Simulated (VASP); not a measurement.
The system is TiAu.

```xyz
2
Lattice="3.2540 0.0000 0.0000 0.0000 3.2540 0.0000 0.0000 0.0000 3.2540" Properties=species:S:1:pos:R:3 pbc="T T T"
Ti    1.6270    1.6270    1.6270
Au    0.0000    0.0000    0.0000
```

- Program: VASP 6.6.1
- Task: relaxation of cell and atoms
- Functional: LDA
- Potentials or basis: VASP PAW LDA potentials, release 64 (Ti_sv, Au)
- Cutoff: 600 eV
- k mesh: 9 × 9 × 9
- Occupations: fermi-dirac, width 0.01 eV
- Spin: no spin polarisation

At the start: pressure -8.9 GPa; volume 17.23 Å³/atom.

Problem. Where does the relaxation end?

Solution. Over 4 steps the energy falls by 29.1 meV/atom and the volume is 16.23 Å³/atom (-5.8 %); space group Pm-3m (No. 221, to 0.05 Å).

Step by step:
```
step  energy change (eV)  largest force (eV/Å)  pressure (GPa)  volume (Å³)
   1              0.0000                0.0000           -8.88        34.46
   2              0.0660                0.0000           16.84        29.91
   3             -0.0581                0.0000           -0.21        32.50
   4             -0.0581                0.0000           -0.01        32.46
```

Final structure:
```cif
data_structure
_symmetry_space_group_name_H-M 'P 1'
_symmetry_Int_Tables_number 1
_cell_length_a 3.1901
_cell_length_b 3.1901
_cell_length_c 3.1901
_cell_angle_alpha 90.000
_cell_angle_beta 90.000
_cell_angle_gamma 90.000
_cell_volume 32.46
loop_
_atom_site_label
_atom_site_type_symbol
_atom_site_fract_x
_atom_site_fract_y
_atom_site_fract_z
_atom_site_occupancy
Ti1 Ti 0.50000 0.50000 0.50000 1
Au1 Au 0.00000 0.00000 0.00000 1
```
